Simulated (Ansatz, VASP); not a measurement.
Two plane-wave programs on Ru

```
Ru
1.0
    -2.36374    2.36374    1.38259
     2.36374   -2.36374    1.38259
     2.36374    2.36374   -1.38259
Ru
2
Cartesian
  0.0000 0.0000 0.0000
  0.0000 2.3637 0.6913
```

Alike in both runs: task relaxation of cell and atoms; functional PBE; k mesh 18 × 18 × 18; occupations gaussian, width 0.1 eV; no spin polarisation.

|  | VASP | Ansatz |
| --- | --- | --- |
| version | VASP 6.6.1 | Ansatz 0.2.0 |
| potentials or method | VASP PAW PBE potentials, release 64 (Ru_pv), cutoff 600 eV | scalar-relativistic, plane waves, PAW |
| valence electrons in the cell | 28 | 32 |

```csv
,VASP,Ansatz,Ansatz less VASP
"gap on the k mesh at the Fermi level, each at its own relaxed structure (eV)",none,none,-
relaxed volume (Å³/atom),15.50,15.50,+0.004
relaxed length of the cell vector where the two differ most in proportion (Å),3.617,3.616,-0.0007
```

A gap of «none» marks a metal or a gap that the smearing closes. VASP's potentials hold 28 valence electrons a cell and Ansatz's 32, so a difference there can come from the potentials and not from the codes.
